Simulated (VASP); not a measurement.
# Ti (P6_3/mmc) in VASP: a series of runs

Runs on Ti. Level: PBEsol. Tasks: single point.

Program: VASP 6.6.1. These are calculated values, not measurements. Logs are shortened: lines on timing, memory, paths and dates and some standing lists are left out, and cuts for length are marked.

**1. The cell of the first run**

Symmetry: P6_3/mmc, No. 194, hexagonal system. Conventional cell: a = 2.920 Å, b = 2.920 Å, c = 4.639 Å, α = 90.00°, β = 90.00°, γ = 120.00°. Within 3.8 Å of Ti (site symmetry -6m2) lie 12 Ti at 2.87 to 2.92 Å.

**2. Single point, PBEsol (volume scaled by 0.97)**

INCAR reads:

```
  ALGO = Normal
  EDIFF = 1E-7
  ENCUT = 520
  GGA = PS
  ISIF = 2
  ISMEAR = -1
  LASPH = T
  LCHARG = T
  LELF = T
  LREAL = F
  LVHAR = T
  LWAVE = F
  NBANDS = 19
  NELM = 60
  PREC = Accurate
  SIGMA = 0.08
```

KPOINTS reads:

```
k-points
0
Gamma
  13 13 7
```

POSCAR reads:

```
Ti
1.0
    2.9201978648      0.0000000000      0.0000000000
   -1.4600989324      2.5289655350      0.0000000000
    0.0000000000      0.0000000000      4.6386634303
Ti
2
Direct
    0.3333333333      0.6666666667      0.2500000000
    0.6666666667      0.3333333333      0.7500000000
```

Potentials or basis: VASP PAW PBE potentials, release 64 (Ti_sv).

On the command line:

```bash
cat potpaw_PBE.64/Ti_sv/POTCAR > POTCAR
mpirun -np 1 vasp_std > vasp.out
```

OUTCAR:

```text
EDIFF = 1E-7
   ENCUT = 520
   GGA = PS
   ISIF = 2
   ISMEAR = -1
   LASPH = T
   LREAL = F
   NELM = 60
   PREC = Accurate

 ion  position               nearest neighbor table
   1  0.333  0.667  0.250-   2 2.87   2 2.87   2 2.87   2 2.87   2 2.87   2 2.87
   2  0.667  0.333  0.750-   1 2.87   1 2.87   1 2.87   1 2.87   1 2.87   1 2.87

  LATTYP: Found a hexagonal cell.
 ALAT       =     2.9201978648
 C/A-ratio  =     1.5884757284

  Lattice vectors:

 A1 = (   2.9201978648,   0.0000000000,   0.0000000000)
 A2 = (  -1.4600989324,   2.5289655350,   0.0000000000)
 A3 = (   0.0000000000,   0.0000000000,   4.6386634303)

Analysis of symmetry for initial positions (statically):
=====================================================================
 Subroutine PRICEL returns:
 Original cell was already a primitive cell.

 Routine SETGRP: Setting up the symmetry group for a
 hexagonal supercell.

 Subroutine GETGRP returns: Found 24 space group operations
 (whereof 12 operations were pure point group operations)
 out of a pool of 24 trial point group operations.

The static configuration has the point symmetry D_3d.
 The point group associated with its full space group is D_6h.

Analysis of symmetry for dynamics (positions and initial velocities):
=====================================================================
 Subroutine PRICEL returns:
 Original cell was already a primitive cell.

 Routine SETGRP: Setting up the symmetry group for a
 hexagonal supercell.

 Subroutine GETGRP returns: Found 24 space group operations
 (whereof 12 operations were pure point group operations)
 out of a pool of 24 trial point group operations.

The dynamic configuration has the point symmetry D_3d.
 The point group associated with its full space group is D_6h.

 Subroutine INISYM returns: Found 24 space group operations
 (whereof 12 operations are pure point group operations),
 and found     1 'primitive' translations

----------------------------------------------------------------------------------------

                                     Primitive cell

  volume of cell :      34.2569

  direct lattice vectors                    reciprocal lattice vectors
     2.920197865  0.000000000  0.000000000     0.342442549  0.197709298  0.000000000
    -1.460098932  2.528965535  0.000000000     0.000000000  0.395418596  0.000000000
     0.000000000  0.000000000  4.638663430     0.000000000  0.000000000  0.215579340

  length of vectors
     2.920197865  2.920197865  4.638663430     0.395418596  0.395418596  0.215579340

  position of ions in fractional coordinates (direct lattice)
     0.333333333  0.666666667  0.250000000
     0.666666667  0.333333333  0.750000000

  ion indices of the primitive-cell ions
   primitive index   ion index
                 1           1
                 2           2

----------------------------------------------------------------------------------------

 KPOINTS: k-points

Automatic generation of k-mesh.
 Grid dimensions read from file:
 generate k-points for:   13   13    7

 Generating k-lattice:

  Cartesian coordinates                     Fractional coordinates (reciprocal lattice)
     0.026341735  0.015208408  0.000000000     0.076923077  0.000000000  0.000000000
     0.000000000  0.030416815  0.000000000     0.000000000  0.076923077  0.000000000
     0.000000000  0.000000000  0.030797049     0.000000000  0.000000000  0.142857143

  Length of vectors
     0.030416815  0.030416815  0.030797049

  Shift w.r.t. Gamma in fractional coordinates (k-lattice)
     0.000000000  0.000000000  0.000000000

 Subroutine IBZKPT returns following result:
 ===========================================

 Found     84 irreducible k-points:

 Following reciprocal coordinates:
            Coordinates               Weight
  0.000000  0.000000  0.000000      1.000000
  0.076923  0.000000  0.000000      6.000000
  0.153846  0.000000  0.000000      6.000000
  0.230769  0.000000  0.000000      6.000000
  0.307692  0.000000  0.000000      6.000000
  0.384615 -0.000000  0.000000      6.000000
[... 16 lines left out ...]
  0.076923  0.000000  0.142857     12.000000
  0.153846  0.000000  0.142857     12.000000
 [... further k-points ...]
   k-points           NKPTS =     84   k-points in BZ     NKDIM =     84   number of bands    NBANDS=     19
   number of dos      NEDOS =    301   number of ions     NIONS =      2
   total plane-waves  NPLWV =  20736
   dimension x,y,z NGX =    24 NGY =   24 NGZ =   36
   dimension x,y,z NGXF=    48 NGYF=   48 NGZF=   72
   ions per type =               2
   NGX,Y,Z   is equivalent  to a cutoff of  13.66, 13.66, 12.90 a.u.
   NGXF,Y,Z  is equivalent  to a cutoff of  27.33, 27.33, 25.80 a.u.
 SYSTEM =  unknown system
   PREC   = accura    normal or accurate (medium, high low for compatibility)
   ISTART =      0    job   : 0-new  1-cont  2-samecut
   ICHARG =      2    charge: 1-file 2-atom 10-const
   ISPIN  =      1    spin polarized calculation?
   LNONCOLLINEAR =      F non collinear calculations
   LSORBIT =      F    spin-orbit coupling
   LASPH  =      T    aspherical Exc in radial PAW
   ENCUT  =  520.0 eV  38.22 Ry    6.18 a.u.   5.43  5.43  8.62*2*pi/ulx,y,z
   NELM   =     60;   NELMIN=  2; NELMDL= -5     # of ELM steps
   EDIFF  = 0.1E-06   stopping-criterion for ELM
   LREAL  =      F    real-space projection
   EDIFFG = 0.1E-05   stopping-criterion for IOM
   NSW    =      0    number of steps for IOM
   IBRION =     -1    ionic relax: 0-MD 1-quasi-New 2-CG
   NFREE  =      0    steps in history (QN), initial steepest desc. (CG)
   ISIF   =      2    stress and relaxation
   ISYM   =      2    0-nonsym 1-usesym 2-fastsym
   POTIM  = 0.5000    time-step for ionic-motion
   TEBEG  =    0.0;   TEEND  =   0.0 temperature during run
   PSTRESS=    0.0 pullay stress
   NELECT =      24.0000    total number of electrons
   NUPDOWN=      -1.0000    fix difference up-down
   EMIN   =  10.00;   EMAX   =-10.00  energy-range for DOS
   EFERMI =   0.00;   METHOD = LEGACY
   ISMEAR =    -1;   SIGMA  =   0.08  broadening in eV -4-tet -1-fermi 0-gaus
   EFERMI_NEDOS =   21; number of points for ismear=-14 and -15
   IALGO  =     38    algorithm
   IMIX   =      4    mixing-type and parameters
     AMIX     =   0.40;   BMIX     =  1.00
     AMIX_MAG =   1.60;   BMIX_MAG =  1.00
  volume/ion in A,a.u.               =      17.13       115.59
  Fermi-wavevector in a.u.,A,eV,Ry     =   1.453994  2.747650 28.764050  2.114098
  Thomas-Fermi vector in A             =   2.571196
   LORBIT       =      0    0 simple, 1 ext, 2 COOP (PROOUT), +10 PAW based schemes
   GGA     = PS    functional components
   LHFCALC =     F    Hartree Fock is set to
   AEXX    =    0.0000 exact exchange contribution
   IVDW    =     0    specifies the selected vdW correction
   LEPSILON=     F    determine dielectric tensor
   LRPA    =     F    only Hartree local field effects (RPA)
 non-spin polarized calculation
  energy-cutoff  :      520.00
  volume of cell :       34.26
 maximum number of plane-waves:       941
 NGX is ok and might be reduce to    24
   NGX = 11   NGY = 11   NGZ = 17

 number of electron      23.9999999 magnetization

 Free energy of the ion-electron system (eV)
  ---------------------------------------------------
  ext. energy  EPLUGINS =         0.00000000
  ---------------------------------------------------
  free energy    TOTEN  =       -16.69273039 eV

  energy without entropy =      -16.64503059  energy(sigma->0) =      -16.66888049

 E-fermi :   8.3442     XC(G=0): -11.7016

 val. band max:        8.3351101527   @ k =   0.3846   0.2308   0.4286
 cond. band min:       8.3488276427   @ k =   0.0000   0.0000   0.4286
 fundamental gap:      0.0137174900
 Fermi energy:         8.3442106699

 k-point     1 :       0.0000    0.0000    0.0000
  band No.  band energies     occupation
      1     -48.2439      2.00000
      2     -48.0978      2.00000
      3     -24.9480      2.00000
      4     -24.2720      2.00000
      5     -24.2720      2.00000
      6     -24.2001      2.00000
[... 11 lines left out ...]
     18      10.0164      0.00000
     19      11.5736      0.00000

 k-point     2 :       0.0769    0.0000    0.0000
  band No.  band energies     occupation
      1     -48.2376      2.00000
      2     -48.0952      2.00000
      3     -24.9342      2.00000
      4     -24.3006      2.00000
      5     -24.2815      2.00000
      6     -24.2059      2.00000
[... 11 lines left out ...]
     18       9.9219      0.00000
     19      11.6240      0.00000

 k-point     3 :       0.1538    0.0000    0.0000
  band No.  band energies     occupation
      1     -48.2198      2.00000
      2     -48.0884      2.00000
      3     -24.8945      2.00000
      4     -24.3801      2.00000
      5     -24.3071      2.00000
      6     -24.2776      2.00000
[... 11 lines left out ...]
     18      10.0606      0.00000
     19      11.7340      0.00000

 k-point     4 :       0.2308    0.0000    0.0000
  band No.  band energies     occupation
      1     -48.1937      2.00000
      2     -48.0797      2.00000
      3     -24.8338      2.00000
      4     -24.4933      2.00000
      5     -24.3881      2.00000
      6     -24.3417      2.00000
[... 11 lines left out ...]
     18      10.5243      0.00000
     19      11.8434      0.00000

 k-point     5 :       0.3077    0.0000    0.0000
  band No.  band energies     occupation
      1     -48.1642      2.00000
      2     -48.0722      2.00000
      3     -24.7602      2.00000
      4     -24.6143      2.00000
      5     -24.5012      2.00000
      6     -24.3772      2.00000
[... 11 lines left out ...]
     18      11.0690      0.00000
     19      11.9245      0.00000
[... 334 lines left out ...]
      2     -48.0769      2.00000
      3     -24.6864      2.00000
      4     -24.5840      2.00000
      5     -24.5455      2.00000
      6     -24.5305      2.00000
[... 11 lines left out ...]
     18      11.7150      0.00000
     19      13.9706      0.00000

 k-point    22 :       0.0000    0.0000    0.1429
  band No.  band energies     occupation
      1     -48.2368      2.00000
      2     -48.1051      2.00000
      3     -24.9123      2.00000
      4     -24.2669      2.00000
      5     -24.2669      2.00000
      6     -24.2387      2.00000
[... 11 lines left out ...]
     18      10.2040      0.00000
     19      11.5818      0.00000

 k-point    23 :       0.0769    0.0000    0.1429
  band No.  band energies     occupation
      1     -48.2307      2.00000
      2     -48.1023      2.00000
      3     -24.9003      2.00000
      4     -24.2947      2.00000
      5     -24.2761      2.00000
      6     -24.2540      2.00000
[... 11 lines left out ...]
     18      10.1579      0.00000
     19      11.6226      0.00000

 k-point    24 :       0.1538    0.0000    0.1429
  band No.  band energies     occupation
      1     -48.2134      2.00000
      2     -48.0950      2.00000
      3     -24.8662      2.00000
      4     -24.3721      2.00000
      5     -24.3158      2.00000
      6     -24.3009      2.00000
[... 11 lines left out ...]
     18      10.1741      0.00000
     19      11.7107      0.00000

 [... further k-points ...]

------------------------ aborting loop because EDIFF is reached ----------------------------------------

  FORCE on cell =-STRESS in cart. coord.  units (eV):
  Direction    XX          YY          ZZ          XY          YZ          ZX
  --------------------------------------------------------------------------------------
  -------------------------------------------------------------------------------------
  Total       -0.5910529     -0.5910529     -0.6772397      0.0000000      0.0000000      0.0000000
  in kB      -27.6432371    -27.6432371    -31.6741456      0.0000000      0.0000000      0.0000000
  external PRESSURE =     -28.9868732 kB  Pullay stress =       0.0000000 kB

 VOLUME and BASIS-vectors are now :
 -----------------------------------------------------------------------------
  energy-cutoff  :      520.00
  volume of cell :       34.26
      direct lattice vectors                 reciprocal lattice vectors
     2.920197865  0.000000000  0.000000000     0.342442549  0.197709298  0.000000000
    -1.460098932  2.528965535  0.000000000     0.000000000  0.395418596  0.000000000
     0.000000000  0.000000000  4.638663430     0.000000000  0.000000000  0.215579340

 POSITION                                       TOTAL-FORCE (eV/Angst)
 -----------------------------------------------------------------------------------
     -0.00000      1.68598      1.15967        -0.000000      0.000000      0.000000
      1.46010      0.84299      3.47900         0.000000     -0.000000      0.000000
 -----------------------------------------------------------------------------------
    total drift:                               -0.000000      0.000000     -0.000000

  FREE ENERGIE OF THE ION-ELECTRON SYSTEM (eV)
  ---------------------------------------------------
  free  energy   TOTEN  =       -16.6927303884 eV

  energy  without entropy=      -16.6450305946  energy(sigma->0) =      -16.66888049
```

Run time: 77 s. Hardware: 1 thread of Intel Xeon Platinum 8259CL at 2.50GHz (Skylake/Cascade Lake), shared host; peak memory 0.18 GiB.

Results:

| Item | Value |
| --- | --- |
| Free energy | -16.6927 eV |
| Pressure | -2.9 GPa |
| Band gap on the k mesh | zero (band 12 reaches 9.14 eV, above the bottom of band 13 at 8.02 eV) |

Caveat: the PAW data sets were made with another functional, which shifts forces and pressure a little.

(Continued in part 2 of 2.)
